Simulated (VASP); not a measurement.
Write the native input for VASP 6.6.1 that does the following.

- Task: electric field gradients
- Functional: PBE
- Potentials or basis: VASP PAW PBE potentials, release 64 (Ir)
- Cutoff: 520 eV
- k mesh: 15 × 15 × 15
- Occupations: fermi-dirac, width 0.05 eV
- Spin: no spin polarisation
- Dipole correction: no
- Further INCAR settings: ALGO = Normal; EDIFF = 1e-08; NBANDS = 10

The structure of Ir lies in POSCAR:

```
Ir
1.0
    0.0000000000      1.8808448178      1.8808448178
    1.8808448178      0.0000000000      1.8808448178
    1.8808448178      1.8808448178      0.0000000000
Ir
1
Direct
    0.0000000000      0.0000000000      0.0000000000
```

This cell differs from its parent crystal: volume scaled by 0.9405.

One way to write it, as run:

INCAR

```
SYSTEM = Ir
  ALGO = Normal
  EDIFF = 1E-8
  ENCUT = 520
  GGA = PE
  ISIF = 2
  ISMEAR = -1
  LASPH = .TRUE.
  LCHARG = .FALSE.
  LEFG = .TRUE.
  LREAL = .FALSE.
  LWAVE = .FALSE.
  NBANDS = 10
  NELM = 100
  PREC = Accurate
  SIGMA = 0.05
```

KPOINTS

```
k-points
0
G
  15 15 15
  0 0 0
```

Potentials or basis: VASP PAW PBE potentials, release 64 (Ir).

Run with:

```sh
$ cat potpaw_PBE.64/Ir/POTCAR > POTCAR
$ mpirun -np 1 vasp_std > vasp.out
```

Results of the run:

```json
{
  "Pressure": "37.9 GPa"
}
```

Caveat: without QUAD_EFG the Cq values of the log hold for a quadrupole moment of 1 mb, not for the nuclei.

Run time: 23 s on 1 thread of Intel Xeon 8259CL, with other jobs on the host, peak memory 0.14 GiB.
